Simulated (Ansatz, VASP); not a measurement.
# Co2O: VASP beside Ansatz

```
O Co
1.0
    10.22197    0.00000    0.00000
     0.00000    9.12719    0.00000
     0.00000    0.00000    9.58592
O Co
1 2
Cartesian
  4.5277 5.1825 5.1071
  5.9674 5.6117 6.3323
  3.7827 4.0881 3.9058
```

Alike in both runs: task single point; functional PBE; k mesh 1 × 1 × 1; collinear spin.

```csv
,VASP,Ansatz
version,VASP 6.6.1,Ansatz development build ahead of 0.2.0
potentials or method,"VASP PAW PBE potentials, release 64 (O, Co)","PAW (an earlier, plane waves, scalar-relativistic"
plane-wave cutoff (eV),520,930
occupations,"fermi-dirac, width 0.1 eV",fermi-dirac
```

Ansatz gave:

| Property | Result |
| --- | --- |
| net moment per atom (μB) | 0.10 |
| size of the moment on the site where the two differ most (μB) | 1.98 |

Q: Estimate VASP's values.

A: net moment per atom (μB): 0.21; size of the moment on the site where the two differ most (μB): 2.38.

The net moments are unlike, so the other rows may belong to different states. Site moments also hang on the region over which each program counts them.
